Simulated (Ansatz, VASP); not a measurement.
**CaBe2O3: VASP beside Ansatz**

```
CELL_PARAMETERS angstrom
2.41672 1.39529 3.63274
-2.41672 1.39529 3.63274
0.00000 -2.79059 3.63274
ATOMIC_POSITIONS crystal
Ca 0.00000 0.00000 0.00000
Be 0.80695 0.80695 0.80695
Be 0.19305 0.19305 0.19305
O 0.00000 0.00000 0.50000
O 0.50000 0.00000 0.00000
O 0.00000 0.50000 0.00000
```

Alike in both runs: task relaxation of cell and atoms; functional PBE; k mesh 6 × 6 × 6; occupations gaussian, width 0.1 eV; no spin polarisation.

```csv
,VASP,Ansatz
version,VASP 6.6.1,Ansatz 0.2.0
potentials or method,"VASP PAW PBE potentials, release 64 (Ca_sv, Be, O), cutoff 600 eV","scalar-relativistic, plane waves, PAW"
valence electrons in the cell,32,32
```

Ansatz gave:

```
gap on the k mesh at the Fermi level, each at its own relaxed structure (eV) : 0.75
relaxed volume (Å³/atom)                                                     : 15.46
relaxed cell length with the largest relative difference (Å)                 : 4.953
```

Question: What did VASP give for the same quantities?

Answer: gap on the k mesh at the Fermi level, each at its own relaxed structure (eV): 0.74; relaxed volume (Å³/atom): 15.54; relaxed cell length with the largest relative difference (Å): 4.963.

Noted on VASP's run: the volume moved by over 15 % at a fixed basis, so the end points are rough.
